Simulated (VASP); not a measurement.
# MgO (Fm-3m) in VASP: notebook

Runs on MgO. Level: LDA. Tasks: single point.

Program: VASP 6.6.1. These are calculated values, not measurements. Logs are shortened: lines on timing, memory, paths and dates and some standing lists are left out, and cuts for length are marked.

## Step 1: The cell of the first run

The structure is cubic, space group Fm-3m (No. 225). The conventional cell has a = 4.248 Å, b = 4.248 Å, c = 4.248 Å, α = 90.00°, β = 90.00°, γ = 90.00°. Within 2.8 Å of Mg (site symmetry m-3m) lie 6 O at 2.12 Å. Within 2.8 Å of O (site symmetry m-3m) lie 6 Mg at 2.12 Å.

## Step 2: Single point, LDA

INCAR reads:

```
SYSTEM = MgO
ALGO = Normal ; EDIFF = 1E-6
ENCUT = 840 ; GGA_COMPAT = .False.
ISIF = 2 ; ISMEAR = 0
LASPH = .True. ; LCHARG = .False.
LREAL = .False. ; LWAVE = .False.
NBANDS = 15 ; NELM = 120
PREC = Accurate ; SIGMA = 0.05
```

KPOINTS reads:

```
k-points
0
Gamma
  8 8 8
  0 0 0
```

POSCAR reads:

```
MgO
1.0
    0.0000000000      2.1241500000      2.1241500000
    2.1241500000      0.0000000000      2.1241500000
    2.1241500000      2.1241500000      0.0000000000
Mg O
1 1
Direct
    0.0000000000      0.0000000000      0.0000000000
    0.5000000000      0.5000000000      0.5000000000
```

Potentials or basis: VASP PAW LDA potentials, release 64 (Mg_sv, O).

On the command line:

```sh
$ cat potpaw_LDA.64/Mg_sv/POTCAR potpaw_LDA.64/O/POTCAR > POTCAR
$ mpirun -np 1 vasp_std > vasp.out
```

OUTCAR:

```text
SYSTEM = MgO
   EDIFF = 1E-6
   ENCUT = 840
   ISIF = 2
   ISMEAR = 0
   LASPH = .True.
   LREAL = .False.
   NELM = 120
   PREC = Accurate

 ion  position               nearest neighbor table
   1  0.000  0.000  0.000-   2 2.12   2 2.12   2 2.12   2 2.12   2 2.12   2 2.12
   2  0.500  0.500  0.500-   1 2.12   1 2.12   1 2.12   1 2.12   1 2.12   1 2.12

  LATTYP: Found a face centered cubic cell.
 ALAT       =     4.2483000000

  Lattice vectors:

 A1 = (   0.0000000000,   2.1241500000,   2.1241500000)
 A2 = (   2.1241500000,   0.0000000000,   2.1241500000)
 A3 = (   2.1241500000,   2.1241500000,   0.0000000000)

Analysis of symmetry for initial positions (statically):
=====================================================================
 Subroutine PRICEL returns:
 Original cell was already a primitive cell.

 Routine SETGRP: Setting up the symmetry group for a
 face centered cubic supercell.

 Subroutine GETGRP returns: Found 48 space group operations
 (whereof 48 operations were pure point group operations)
 out of a pool of 48 trial point group operations.

The static configuration has the point symmetry O_h .

Analysis of symmetry for dynamics (positions and initial velocities):
=====================================================================
 Subroutine PRICEL returns:
 Original cell was already a primitive cell.

 Routine SETGRP: Setting up the symmetry group for a
 face centered cubic supercell.

 Subroutine GETGRP returns: Found 48 space group operations
 (whereof 48 operations were pure point group operations)
 out of a pool of 48 trial point group operations.

The dynamic configuration has the point symmetry O_h .

 Subroutine INISYM returns: Found 48 space group operations
 (whereof 48 operations are pure point group operations),
 and found     1 'primitive' translations

----------------------------------------------------------------------------------------

                                     Primitive cell

  volume of cell :      19.1684

  direct lattice vectors                    reciprocal lattice vectors
     0.000000000  2.124150000  2.124150000    -0.235388273  0.235388273  0.235388273
     2.124150000  0.000000000  2.124150000     0.235388273 -0.235388273  0.235388273
     2.124150000  2.124150000  0.000000000     0.235388273  0.235388273 -0.235388273

  length of vectors
     3.004001739  3.004001739  3.004001739     0.407704448  0.407704448  0.407704448

  position of ions in fractional coordinates (direct lattice)
     0.000000000  0.000000000  0.000000000
     0.500000000  0.500000000  0.500000000

  ion indices of the primitive-cell ions
   primitive index   ion index
                 1           1
                 2           2

----------------------------------------------------------------------------------------

 KPOINTS: k-points

Automatic generation of k-mesh.
 Grid dimensions read from file:
 generate k-points for:    8    8    8

 Generating k-lattice:

  Cartesian coordinates                     Fractional coordinates (reciprocal lattice)
    -0.029423534  0.029423534  0.029423534     0.125000000  0.000000000  0.000000000
     0.029423534 -0.029423534  0.029423534     0.000000000  0.125000000  0.000000000
     0.029423534  0.029423534 -0.029423534     0.000000000  0.000000000  0.125000000

  Length of vectors
     0.050963056  0.050963056  0.050963056

  Shift w.r.t. Gamma in fractional coordinates (k-lattice)
     0.000000000  0.000000000  0.000000000

 Subroutine IBZKPT returns following result:
 ===========================================

 Found     29 irreducible k-points:

 Following reciprocal coordinates:
            Coordinates               Weight
  0.000000  0.000000  0.000000      1.000000
  0.125000  0.000000  0.000000      8.000000
  0.250000  0.000000  0.000000      8.000000
  0.375000  0.000000  0.000000      8.000000
  0.500000  0.000000  0.000000      4.000000
  0.125000  0.125000  0.000000      6.000000
[... 16 lines left out ...]
  0.500000  0.250000  0.125000     48.000000
 -0.375000  0.250000  0.125000     24.000000
 [... further k-points ...]
   k-points           NKPTS =     29   k-points in BZ     NKDIM =     29   number of bands    NBANDS=     15
   number of dos      NEDOS =    301   number of ions     NIONS =      2
   total plane-waves  NPLWV =  21952
   dimension x,y,z NGX =    28 NGY =   28 NGZ =   28
   dimension x,y,z NGXF=    56 NGYF=   56 NGZF=   56
   ions per type =               1   1
   NGX,Y,Z   is equivalent  to a cutoff of  15.50, 15.50, 15.50 a.u.
   NGXF,Y,Z  is equivalent  to a cutoff of  30.99, 30.99, 30.99 a.u.
 SYSTEM =  MgO
   PREC   = accura    normal or accurate (medium, high low for compatibility)
   ISTART =      0    job   : 0-new  1-cont  2-samecut
   ICHARG =      2    charge: 1-file 2-atom 10-const
   ISPIN  =      1    spin polarized calculation?
   LNONCOLLINEAR =      F non collinear calculations
   LSORBIT =      F    spin-orbit coupling
   LASPH  =      T    aspherical Exc in radial PAW
   ENCUT  =  840.0 eV  61.74 Ry    7.86 a.u.   7.10  7.10  7.10*2*pi/ulx,y,z
   NELM   =    120;   NELMIN=  2; NELMDL= -5     # of ELM steps
   EDIFF  = 0.1E-05   stopping-criterion for ELM
   LREAL  =      F    real-space projection
   EDIFFG = 0.1E-04   stopping-criterion for IOM
   NSW    =      0    number of steps for IOM
   IBRION =     -1    ionic relax: 0-MD 1-quasi-New 2-CG
   NFREE  =      0    steps in history (QN), initial steepest desc. (CG)
   ISIF   =      2    stress and relaxation
   ISYM   =      2    0-nonsym 1-usesym 2-fastsym
   POTIM  = 0.5000    time-step for ionic-motion
   TEBEG  =    0.0;   TEEND  =   0.0 temperature during run
   PSTRESS=    0.0 pullay stress
   NELECT =      16.0000    total number of electrons
   NUPDOWN=      -1.0000    fix difference up-down
   EMIN   =  10.00;   EMAX   =-10.00  energy-range for DOS
   EFERMI =   0.00;   METHOD = LEGACY
   ISMEAR =     0;   SIGMA  =   0.05  broadening in eV -4-tet -1-fermi 0-gaus
   EFERMI_NEDOS =   21; number of points for ismear=-14 and -15
   IALGO  =     38    algorithm
   IMIX   =      4    mixing-type and parameters
     AMIX     =   0.40;   BMIX     =  1.00
     AMIX_MAG =   1.60;   BMIX_MAG =  1.00
  volume/ion in A,a.u.               =       9.58        64.68
  Fermi-wavevector in a.u.,A,eV,Ry     =   1.541415  2.912852 32.326911  2.375961
  Thomas-Fermi vector in A             =   2.647364
   LORBIT       =      0    0 simple, 1 ext, 2 COOP (PROOUT), +10 PAW based schemes
   GGA     = CA    functional components
   LHFCALC =     F    Hartree Fock is set to
   AEXX    =    0.0000 exact exchange contribution
   IVDW    =     0    specifies the selected vdW correction
   LEPSILON=     F    determine dielectric tensor
   LRPA    =     F    only Hartree local field effects (RPA)
 non-spin polarized calculation
 Gauss-broadening in eV      SIGMA  =   0.05
  energy-cutoff  :      840.00
  volume of cell :       19.17
 maximum number of plane-waves:      1068
   NGX = 15   NGY = 15   NGZ = 15

 number of electron      15.9999997 magnetization

 Free energy of the ion-electron system (eV)
  ---------------------------------------------------
  ext. energy  EPLUGINS =         0.00000000
  ---------------------------------------------------
  free energy    TOTEN  =       -13.20369297 eV

  energy without entropy =      -13.20369297  energy(sigma->0) =      -13.20369297

 E-fermi :   2.7018     XC(G=0): -11.8009

 val. band max:        2.3969547882   @ k =   0.0000   0.0000   0.0000
 cond. band min:       6.8199210660   @ k =   0.0000   0.0000   0.0000
 fundamental gap:      4.4229662778
 Fermi energy:         2.7017652080

 k-point     1 :       0.0000    0.0000    0.0000
  band No.  band energies     occupation
      1     -69.0263      2.00000
      2     -36.4901      2.00000
      3     -36.4901      2.00000
      4     -36.4901      2.00000
      5     -14.4563      2.00000
      6       2.3970      2.00000
      7       2.3970      2.00000
      8       2.3970      2.00000
      9       6.8199      0.00000
     10      17.7868      0.00000
     11      17.7868      0.00000
     12      17.7868      0.00000
     13      21.7462      0.00000
     14      23.3520      0.00000
     15      23.3520      0.00000

 k-point     2 :       0.1250    0.0000    0.0000
  band No.  band energies     occupation
      1     -69.0247      2.00000
      2     -36.5020      2.00000
      3     -36.4912      2.00000
      4     -36.4912      2.00000
      5     -14.2895      2.00000
      6       1.4420      2.00000
      7       2.2961      2.00000
      8       2.2961      2.00000
      9       7.7294      0.00000
     10      16.1455      0.00000
     11      18.1287      0.00000
     12      18.1287      0.00000
     13      22.3220      0.00000
     14      22.3220      0.00000
     15      23.7526      0.00000

 k-point     3 :       0.2500    0.0000    0.0000
  band No.  band energies     occupation
      1     -69.0220      2.00000
      2     -36.5312      2.00000
      3     -36.4943      2.00000
      4     -36.4943      2.00000
      5     -13.8564      2.00000
      6      -0.2458      2.00000
      7       2.0636      2.00000
      8       2.0636      2.00000
      9       9.1552      0.00000
     10      14.5961      0.00000
     11      18.5593      0.00000
     12      18.5593      0.00000
     13      21.9371      0.00000
     14      21.9371      0.00000
     15      23.6796      0.00000
[... 343 lines left out ...]
 k-point    23 :       0.5000    0.2500    0.1250
  band No.  band energies     occupation
      1     -69.0174      2.00000
      2     -36.5522      2.00000
      3     -36.5166      2.00000
      4     -36.5029      2.00000
      5     -13.1743      2.00000
      6      -1.2749      2.00000
      7       0.6948      2.00000
      8       1.5439      2.00000
      9      11.5275      0.00000
     10      13.6777      0.00000
     11      15.7692      0.00000
     12      18.9314      0.00000
     13      21.5146      0.00000
     14      24.1636      0.00000
     15      27.6592      0.00000

 k-point    24 :      -0.3750    0.2500    0.1250
  band No.  band energies     occupation
      1     -69.0164      2.00000
      2     -36.5588      2.00000
      3     -36.5186      2.00000
      4     -36.5054      2.00000
      5     -13.0060      2.00000
      6      -1.5647      2.00000
      7       0.4910      2.00000
      8       1.4258      2.00000
      9      11.7257      0.00000
     10      14.1569      0.00000
     11      15.3564      0.00000
     12      18.6890      0.00000
     13      22.3582      0.00000
     14      23.8081      0.00000
     15      27.8061      0.00000

 [... further k-points ...]

------------------------ aborting loop because EDIFF is reached ----------------------------------------

  FORCE on cell =-STRESS in cart. coord.  units (eV):
  Direction    XX          YY          ZZ          XY          YZ          ZX
  --------------------------------------------------------------------------------------
  -------------------------------------------------------------------------------------
  Total       -1.1006755     -1.1006755     -1.1006755     -0.0000000      0.0000000     -0.0000000
  in kB      -91.9992583    -91.9992583    -91.9992583     -0.0000000      0.0000000     -0.0000000
  external PRESSURE =     -91.9992583 kB  Pullay stress =       0.0000000 kB

 VOLUME and BASIS-vectors are now :
 -----------------------------------------------------------------------------
  energy-cutoff  :      840.00
  volume of cell :       19.17
      direct lattice vectors                 reciprocal lattice vectors
     0.000000000  2.124150000  2.124150000    -0.235388273  0.235388273  0.235388273
     2.124150000  0.000000000  2.124150000     0.235388273 -0.235388273  0.235388273
     2.124150000  2.124150000  0.000000000     0.235388273  0.235388273 -0.235388273

 POSITION                                       TOTAL-FORCE (eV/Angst)
 -----------------------------------------------------------------------------------
      0.00000      0.00000      0.00000        -0.000000     -0.000000     -0.000000
      2.12415      2.12415      2.12415         0.000000      0.000000      0.000000
 -----------------------------------------------------------------------------------
    total drift:                                0.000000      0.000000      0.000000

  FREE ENERGIE OF THE ION-ELECTRON SYSTEM (eV)
  ---------------------------------------------------
  free  energy   TOTEN  =       -13.2036929732 eV

  energy  without entropy=      -13.2036929732  energy(sigma->0) =      -13.20369297
```

It took 11 s on 1 thread of Intel Xeon Platinum 8259CL at 2.50GHz (Skylake/Cascade Lake), shared host; peak memory 0.14 GiB.

Results:

* Free energy: -13.2037 eV
* Pressure: -9.2 GPa
* Band gap on the k mesh: 4.42 eV

Caveat: the cell stands under tension.

## Step 3: Single point, LDA

INCAR reads:

```
PREC = Accurate
ENCUT = 840
EDIFF = 1E-6
ISMEAR = 0
SIGMA = 0.05
LREAL = F
LASPH = T
NELM = 120
ALGO = Normal
ISIF = 2
LWAVE = F
LCHARG = T
LELF = T
LVHAR = T
NBANDS = 15
GGA_COMPAT = F
```

KPOINTS reads:

```
Automatic mesh
0
Gamma
  8 8 8
```

POSCAR is that of step 2.

Potentials or basis: VASP PAW LDA potentials, release 64 (Mg_sv, O).

On the command line:

```sh
$ cat potpaw_LDA.64/Mg_sv/POTCAR potpaw_LDA.64/O/POTCAR > POTCAR
$ mpirun -np 1 vasp_std > vasp.out
```

It took 15 s on 1 thread of Intel Xeon Platinum 8259CL at 2.50GHz (Skylake/Cascade Lake), shared host; peak memory 0.14 GiB.

Results (log left out):

```yaml
Free_energy: -13.2037 eV
Pressure: -9.2 GPa
Band_gap_on_the_k_mesh: 4.42 eV
```

Levels at points of the mesh, in eV from the valence-band top:
| k point | band 4 | band 5 | band 6 | band 7 | band 8 | band 9 | band 10 | band 11 | band 12 | band 13 |
| --- | --- | --- | --- | --- | --- | --- | --- | --- | --- | --- |
| (0.00, 0.00, 0.00) | -38.89 | -16.85 | 0.00 | 0.00 | 0.00 | 4.42 | 15.39 | 15.39 | 15.39 | 19.35 |
| (0.50, 0.00, 0.00) | -38.90 | -15.54 | -4.58 | -0.64 | -0.64 | 7.58 | 12.12 | 15.75 | 15.75 | 20.24 |
| (0.50, 0.50, 0.00) | -38.91 | -15.32 | -4.02 | -1.33 | -1.33 | 8.87 | 9.46 | 12.63 | 18.27 | 18.27 |

Caveat: the cell stands under tension.
